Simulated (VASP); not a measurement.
# CaSe (Pm-3m) in VASP: notebook

The runs below take CaSe through single point, with HSE06, PBE0.

Program: VASP 6.6.1. These are calculated values, not measurements. Logs are shortened: lines on timing, memory, paths and dates and some standing lists are left out, and cuts for length are marked.

## (1) The cell of the first run

Symmetry: Pm-3m, No. 221, cubic system. Conventional cell: a = 3.635 Å, b = 3.635 Å, c = 3.635 Å, α = 90.00°, β = 90.00°, γ = 90.00°. Within 4.1 Å of Ca (site symmetry m-3m) lie 8 Se at 3.15 Å and 6 Ca at 3.63 Å. Se (site symmetry m-3m) has 8 Ca at 3.15 Å and 6 Se at 3.63 Å within 4.1 Å.

## (2) Single point, HSE06

Contents of POSCAR:

```
CaSe
1.0
    3.6347849166      0.0000000000      0.0000000000
    0.0000000000      3.6347849166      0.0000000000
    0.0000000000      0.0000000000      3.6347849166
Ca Se
1 1
Direct
    0.0000000000      0.0000000000      0.0000000000
    0.5000000000      0.5000000000      0.5000000000
```

Contents of INCAR.step1:

```
  PREC = Accurate
  ENCUT = 520
  EDIFF = 1E-5
  ISMEAR = 0
  SIGMA = 0.01
  LREAL = F
  LASPH = T
  NELM = 60
  ALGO = Normal
  ISIF = 2
  LWAVE = T
  GGA = PE
  NBANDS = 15
```

Contents of INCAR.step2:

```
  PREC = Accurate
  ENCUT = 520
  EDIFF = 1E-6
  ISMEAR = 0
  SIGMA = 0.01
  LREAL = F
  LASPH = T
  NELM = 60
  ALGO = Normal
  ISIF = 2
  LWAVE = F
  LCHARG = T
  GGA = PE
  LHFCALC = T
  HFSCREEN = 0.2079
  PRECFOCK = Normal
  LELF = T
  LVHAR = T
  ISTART = 1
  NBANDS = 15
```

Contents of KPOINTS:

```
regular mesh
0
Gamma
  4 4 4
```

Potentials or basis: VASP PAW PBE potentials, release 64 (Ca_sv, Se).

Run with:

```bash
> cat potpaw_PBE.64/Ca_sv/POTCAR potpaw_PBE.64/Se/POTCAR > POTCAR
> cp INCAR.step1 INCAR
> mpirun -np 1 vasp_std > vasp.out
> cp INCAR.step2 INCAR
> mpirun -np 1 vasp_std > vasp.out
```

OUTCAR:

```text
PREC = Accurate
   ENCUT = 520
   EDIFF = 1E-6
   ISMEAR = 0
   LREAL = F
   LASPH = T
   NELM = 60
   ISIF = 2
   GGA = PE
   LHFCALC = T
   HFSCREEN = 0.2079
   PRECFOCK = Normal
   ISTART = 1

 ion  position               nearest neighbor table
   1  0.000  0.000  0.000-
   2  0.500  0.500  0.500-

  LATTYP: Found a simple cubic cell.
 ALAT       =     3.6347849166

  Lattice vectors:

 A1 = (   3.6347849166,   0.0000000000,   0.0000000000)
 A2 = (   0.0000000000,   3.6347849166,   0.0000000000)
 A3 = (   0.0000000000,   0.0000000000,   3.6347849166)

Analysis of symmetry for initial positions (statically):
=====================================================================
 Subroutine PRICEL returns:
 Original cell was already a primitive cell.

 Routine SETGRP: Setting up the symmetry group for a
 simple cubic supercell.

 Subroutine GETGRP returns: Found 48 space group operations
 (whereof 48 operations were pure point group operations)
 out of a pool of 48 trial point group operations.

The static configuration has the point symmetry O_h .

Analysis of symmetry for dynamics (positions and initial velocities):
=====================================================================
 Subroutine PRICEL returns:
 Original cell was already a primitive cell.

 Routine SETGRP: Setting up the symmetry group for a
 simple cubic supercell.

 Subroutine GETGRP returns: Found 48 space group operations
 (whereof 48 operations were pure point group operations)
 out of a pool of 48 trial point group operations.

The dynamic configuration has the point symmetry O_h .

 Subroutine INISYM returns: Found 48 space group operations
 (whereof 48 operations are pure point group operations),
 and found     1 'primitive' translations

----------------------------------------------------------------------------------------

                                     Primitive cell

  volume of cell :      48.0215

  direct lattice vectors                    reciprocal lattice vectors
     3.634784917  0.000000000  0.000000000     0.275119443  0.000000000  0.000000000
     0.000000000  3.634784917  0.000000000     0.000000000  0.275119443  0.000000000
     0.000000000  0.000000000  3.634784917     0.000000000  0.000000000  0.275119443

  length of vectors
     3.634784917  3.634784917  3.634784917     0.275119443  0.275119443  0.275119443

  position of ions in fractional coordinates (direct lattice)
     0.000000000  0.000000000  0.000000000
     0.500000000  0.500000000  0.500000000

  ion indices of the primitive-cell ions
   primitive index   ion index
                 1           1
                 2           2

----------------------------------------------------------------------------------------

 KPOINTS: regular mesh

Automatic generation of k-mesh.
 Grid dimensions read from file:
 generate k-points for:    4    4    4

 Generating k-lattice:

  Cartesian coordinates                     Fractional coordinates (reciprocal lattice)
     0.068779861  0.000000000  0.000000000     0.250000000  0.000000000  0.000000000
     0.000000000  0.068779861  0.000000000     0.000000000  0.250000000  0.000000000
     0.000000000  0.000000000  0.068779861     0.000000000  0.000000000  0.250000000

  Length of vectors
     0.068779861  0.068779861  0.068779861

  Shift w.r.t. Gamma in fractional coordinates (k-lattice)
     0.000000000  0.000000000  0.000000000

 Subroutine IBZKPT returns following result:
 ===========================================

 Found     10 irreducible k-points:

 Following reciprocal coordinates:
            Coordinates               Weight
  0.000000  0.000000  0.000000      1.000000
  0.250000  0.000000  0.000000      6.000000
  0.500000  0.000000  0.000000      3.000000
  0.250000  0.250000  0.000000     12.000000
  0.500000  0.250000  0.000000     12.000000
  0.500000  0.500000  0.000000      3.000000
  0.250000  0.250000  0.250000      8.000000
  0.500000  0.250000  0.250000     12.000000
  0.500000  0.500000  0.250000      6.000000
  0.500000  0.500000  0.500000      1.000000
   k-points           NKPTS =     10   k-points in BZ     NKDIM =     64   number of bands    NBANDS=     15
   number of dos      NEDOS =    301   number of ions     NIONS =      2
   total plane-waves  NPLWV =  21952
   dimension x,y,z NGX =    28 NGY =   28 NGZ =   28
   dimension x,y,z NGXF=    56 NGYF=   56 NGZF=   56
   ions per type =               1   1
   NGX,Y,Z   is equivalent  to a cutoff of  12.81, 12.81, 12.81 a.u.
   NGXF,Y,Z  is equivalent  to a cutoff of  25.61, 25.61, 25.61 a.u.
 SYSTEM =  unknown system
   PREC   = accura    normal or accurate (medium, high low for compatibility)
   ISTART =      1    job   : 0-new  1-cont  2-samecut
   ICHARG =      0    charge: 1-file 2-atom 10-const
   ISPIN  =      1    spin polarized calculation?
   LNONCOLLINEAR =      F non collinear calculations
   LSORBIT =      F    spin-orbit coupling
   LASPH  =      T    aspherical Exc in radial PAW
   ENCUT  =  520.0 eV  38.22 Ry    6.18 a.u.   6.76  6.76  6.76*2*pi/ulx,y,z
   NELM   =     60;   NELMIN=  2; NELMDL=  0     # of ELM steps
   EDIFF  = 0.1E-05   stopping-criterion for ELM
   LREAL  =      F    real-space projection
   EDIFFG = 0.1E-04   stopping-criterion for IOM
   NSW    =      0    number of steps for IOM
   IBRION =     -1    ionic relax: 0-MD 1-quasi-New 2-CG
   NFREE  =      0    steps in history (QN), initial steepest desc. (CG)
   ISIF   =      2    stress and relaxation
   ISYM   =      3    0-nonsym 1-usesym 2-fastsym
   POTIM  = 0.5000    time-step for ionic-motion
   TEBEG  =    0.0;   TEEND  =   0.0 temperature during run
   PSTRESS=    0.0 pullay stress
   NELECT =      16.0000    total number of electrons
   NUPDOWN=      -1.0000    fix difference up-down
   EMIN   =  10.00;   EMAX   =-10.00  energy-range for DOS
   EFERMI =   0.00;   METHOD = LEGACY
   ISMEAR =     0;   SIGMA  =   0.01  broadening in eV -4-tet -1-fermi 0-gaus
   EFERMI_NEDOS =   21; number of points for ismear=-14 and -15
   IALGO  =     38    algorithm
   IMIX   =      1    mixing-type and parameters
     AMIX     =   0.40;   BMIX     =  1.00
     AMIX_MAG =   1.60;   BMIX_MAG =  1.00
  volume/ion in A,a.u.               =      24.01       162.03
  Fermi-wavevector in a.u.,A,eV,Ry     =   1.134931  2.144709 17.525233  1.288068
  Thomas-Fermi vector in A             =   2.271635
   LORBIT       =      0    0 simple, 1 ext, 2 COOP (PROOUT), +10 PAW based schemes
   GGA     = PE    functional components
   LHFCALC =     T    Hartree Fock is set to
   PRECFOCK=normal    Normal, Fast or Accurate (Low or Medium for compatibility)
   ENCUT4O =  -1.0   cutoff for four orbital integrals eV
   NKREDX  =     1    reduce k-point grid by
   NKREDY  =     1    reduce k-point grid by
   NKREDZ  =     1    reduce k-point grid by
   AEXX    =    0.2500 exact exchange contribution
   HFSCREEN=    0.2079 screening length (either q_TF or 0.3 A-1)
   HFSCREENC=   0.2079 screening length for correlation (either q_TF or 0.3 A-1)
   ENCUTFOCK=  -1.0 apply spherical cutoff to Coloumb kernel
   IVDW    =     0    specifies the selected vdW correction
   LEPSILON=     F    determine dielectric tensor
   LRPA    =     F    only Hartree local field effects (RPA)
 non-spin polarized calculation
 Gauss-broadening in eV      SIGMA  =   0.01
  energy-cutoff  :      520.00
  volume of cell :       48.02
 maximum number of plane-waves:      1328
 NGX is ok and might be reduce to    28
  NGX = 24; NGY = 24; NGZ = 24

 number of electron      16.0000007 magnetization

 Free energy of the ion-electron system (eV)
  ---------------------------------------------------
  ext. energy  EPLUGINS =         0.00000000
  ---------------------------------------------------
  free energy    TOTEN  =        -9.89182235 eV

  energy without entropy =       -9.89182235  energy(sigma->0) =       -9.89182235

 E-fermi :   4.0004     XC(G=0):  -7.9556

 val. band max:        3.8312884621   @ k =   0.5000   0.5000   0.0000
 cond. band min:       5.3742607597   @ k =   0.5000   0.5000   0.0000
 fundamental gap:      1.5429722975
 Fermi energy:         4.0003991709

 k-point     1 :       0.0000    0.0000    0.0000
  band No.  band energies     occupation
      1     -40.7841      2.00000
      2     -20.2451      2.00000
      3     -20.2451      2.00000
      4     -20.2451      2.00000
      5     -10.4286      2.00000
      6       2.8555      2.00000
      7       2.8555      2.00000
      8       2.8555      2.00000
      9       5.8487      0.00000
     10       5.8487      0.00000
     11       6.7435      0.00000
     12       9.6121      0.00000
     13       9.6121      0.00000
     14       9.6121      0.00000
     15      14.3296      0.00000

 k-point     2 :       0.2500    0.0000    0.0000
  band No.  band energies     occupation
      1     -40.7776      2.00000
      2     -20.3429      2.00000
      3     -20.2350      2.00000
      4     -20.2350      2.00000
      5     -10.0418      2.00000
      6       0.1262      2.00000
      7       2.7989      2.00000
      8       2.7989      2.00000
      9       6.3242      0.00000
     10       7.2701      0.00000
     11       9.1673      0.00000
     12       9.7706      0.00000
     13       9.9156      0.00000
     14       9.9156      0.00000
     15      12.6692      0.00000
[... 113 lines left out ...]
      3     -20.3765      2.00000
      4     -20.2851      2.00000
      5      -8.9437      2.00000
      6      -0.1410      2.00000
      7      -0.1410      2.00000
      8       1.3829      2.00000
      9       6.5069      0.00000
     10       8.2248      0.00000
     11       8.2248      0.00000
     12      10.1491      0.00000
     13      10.8468      0.00000
     14      11.4514      0.00000
     15      12.4064      0.00000

 k-point    10 :       0.5000    0.5000    0.5000
  band No.  band energies     occupation
      1     -40.7466      2.00000
      2     -20.3594      2.00000
      3     -20.3594      2.00000
      4     -20.3594      2.00000
      5      -8.5961      2.00000
      6      -0.1867      2.00000
      7      -0.1867      2.00000
      8      -0.1867      2.00000
      9       8.4226      0.00000
     10       8.4226      0.00000
     11       8.4226      0.00000
     12      10.8895      0.00000
     13      10.8895      0.00000
     14      11.1535      0.00000
     15      11.1535      0.00000

------------------------ aborting loop because EDIFF is reached ----------------------------------------

  FORCE on cell =-STRESS in cart. coord.  units (eV):
  Direction    XX          YY          ZZ          XY          YZ          ZX
  --------------------------------------------------------------------------------------
  -------------------------------------------------------------------------------------
  Total        0.1374807      0.1374807      0.1374807      0.0000000     -0.0000000      0.0000000
  in kB        4.5868674      4.5868674      4.5868674      0.0000000     -0.0000000      0.0000000
  external PRESSURE =       4.5868674 kB  Pullay stress =       0.0000000 kB

 VOLUME and BASIS-vectors are now :
 -----------------------------------------------------------------------------
  energy-cutoff  :      520.00
  volume of cell :       48.02
      direct lattice vectors                 reciprocal lattice vectors
     3.634784917  0.000000000  0.000000000     0.275119443  0.000000000  0.000000000
     0.000000000  3.634784917  0.000000000     0.000000000  0.275119443  0.000000000
     0.000000000  0.000000000  3.634784917     0.000000000  0.000000000  0.275119443

 POSITION                                       TOTAL-FORCE (eV/Angst)
 -----------------------------------------------------------------------------------
      0.00000      0.00000      0.00000         0.000000      0.000000      0.000000
      1.81739      1.81739      1.81739         0.000000      0.000000      0.000000
 -----------------------------------------------------------------------------------
    total drift:                               -0.000000     -0.000000     -0.000000

  FREE ENERGIE OF THE ION-ELECTRON SYSTEM (eV)
  ---------------------------------------------------
  free  energy   TOTEN  =        -9.8918223476 eV

  energy  without entropy=       -9.8918223476  energy(sigma->0) =       -9.89182235
```

Run time: 8.4 min. Hardware: 1 thread of Intel Xeon 6975P-C, shared host; peak memory 0.28 GiB.

Results:

```
Free energy            : -9.8918 eV
Pressure               : 0.5 GPa
Band gap on the k mesh : 1.54 eV, direct
```

Caveat: the k points lie up to 0.43 Å⁻¹ apart; the PAW data sets were made with another functional, which shifts forces and pressure a little.

[end of part 1 of 2]
